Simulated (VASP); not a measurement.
Set up this calculation in VASP 6.6.1, as the native input.

```
Task                   : single point
Functional             : LDA
Potentials or basis    : VASP PAW LDA potentials, release 64 (Ag, Cl)
Cutoff                 : 520 eV
k mesh                 : 10 × 10 × 10
Occupations            : gaussian, width 0.05 eV
Spin                   : no spin polarisation
Dipole correction      : no
Further INCAR settings : ALGO = Normal; EDIFF = 1e-06; NBANDS = 16
```

The structure of AgCl lies in POSCAR:

```
AgCl
1.0
    0.0000000000      2.7129196923      2.6773114500
    2.7129196923      0.0000000000      2.6773114500
    2.7129196923      2.7129196923      0.0000000000
Ag Cl
1 1
Direct
    0.5000000000      0.5000000000      0.5000000000
    0.0000000000      0.0000000000      0.0000000000
```

The input as run:

INCAR

```
  ALGO = Normal
  EDIFF = 1E-6
  ENCUT = 520
  ISIF = 2
  ISMEAR = 0
  LASPH = True
  LCHARG = False
  LREAL = False
  LWAVE = False
  NBANDS = 16
  NELM = 60
  PREC = Accurate
  SIGMA = 0.05
```

KPOINTS

```
k-points
0
Gamma
  10 10 10
```

Potentials or basis: VASP PAW LDA potentials, release 64 (Ag, Cl).

Run with:

```bash
$ cat potpaw_LDA.64/Ag/POTCAR potpaw_LDA.64/Cl/POTCAR > POTCAR
$ mpirun -np 1 vasp_std > vasp.out
```

It gave:

The pressure is -1.7 GPa and the band gap on the k mesh is 0.60 eV, indirect (least direct gap 3.19 eV).

Wall time 37 s on 1 thread of Intel Xeon 6975P-C (shared host), peak memory 0.19 GiB.
